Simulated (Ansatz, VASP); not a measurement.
# O in VASP and in Ansatz

```
O
1.0
     2.56951    0.00000    0.00000
    -1.28475    2.22526    0.00000
     0.00000    0.00000    6.59684
O
4
Direct
  0.33333 0.66667 0.16100
  0.66667 0.33333 0.66100
  0.33333 0.66667 0.33900
  0.66667 0.33333 0.83900
```

Change from the starting cell: volume scaled by 1.01.

Alike in both runs: task single point; functional PBEsol; k mesh 13 × 13 × 5; occupations fermi-dirac, width 0.03 eV; no spin polarisation.

```csv
,VASP,Ansatz
version,VASP 6.6.1,Ansatz 0.2.0
potentials or method,"VASP PAW PBE potentials, release 64 (O), cutoff 520 eV","all-electron LAPW, scalar-relativistic"
```

```tsv
	VASP	Ansatz	Ansatz less VASP
pressure (GPa)	15.0	9.6	-5.40
traceless stress, the component that is largest in VASP (GPa)	41.72	29.96	-11.756
rms of the force components (eV/Å)	2.434	1.397	-1.0369
```

VASP's potentials were made for PBE, not for PBEsol. Atom by atom the forces differ by 1.037 eV/Å (rms over components). Ansatz ran all-electron here, and VASP with PAW potentials.

Noted on VASP's run: the standard files for N, O and F lose accuracy on very short bonds; spin is off for a triplet molecule.
